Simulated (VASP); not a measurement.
Runs of VASP 6.6.1 on TiO. It takes space group P-62m (No. 189, hexagonal). Conventional cell: a = 4.989 Å, b = 4.989 Å, c = 2.873 Å, α = 90.00°, β = 90.00°, γ = 120.00°. Within 2.9 Å of Ti (site symmetry -6) lie 6 O at 2.10 Å and 5 Ti at 2.87 to 2.88 Å. Ti (site symmetry -62m) has 3 O at 1.97 Å within 2.6 Å. O (site symmetry m2m) has 5 Ti at 1.97 to 2.10 Å and 4 O at 2.66 Å within 2.7 Å. 

```tsv
task	cell	k mesh	cutoff (eV)	smearing	gap on the mesh (eV)	pressure (GPa)	relaxed volume (Å³/atom)	largest force (eV/Å)
single point	as given	12 × 12 × 12	520	gaussian 0.1 eV	none	-5.0	-	0.02
single point	as given	6 × 6 × 8, shifted	520	gaussian 0.1 eV	none	-5.1	-	0.02
relaxation of cell and atoms	relaxed	12 × 12 × 12	600	gaussian 0.1 eV	none	0.1	10.08	-
relaxation of cell and atoms	relaxed	6 × 6 × 6	600	gaussian 0.1 eV	none	-0.1	(a)	-
single point	as given	6 × 6 × 6, shifted	520	gaussian 0.1 eV	none	-5.1	-	0.02
single point	as given	12 × 12 × 12	520	tetrahedron	none	-5.0	-	0.01
single point	as given	6 × 6 × 10, shifted	520	gaussian 0.1 eV	none	-5.1	-	0.02
```

Alike in all rows: level PBEsol; potentials or basis VASP PAW PBE potentials, release 64 (Ti_sv, O); no spin polarisation.

Q: Estimate the missing entries.

A: (a) 10.09.

Caveats: some runs use coarse meshes; the PAW data sets were made with another functional, which shifts forces and pressure a little; semilocal functionals often make such compounds metallic where correlation or magnetic order opens a gap, which also shifts bond lengths; the cell stands under tension (at least some runs); tetrahedron occupations give inexact forces and stress in metals (at least some runs).

A gap of «none» marks levels without a gap at the run's occupations.
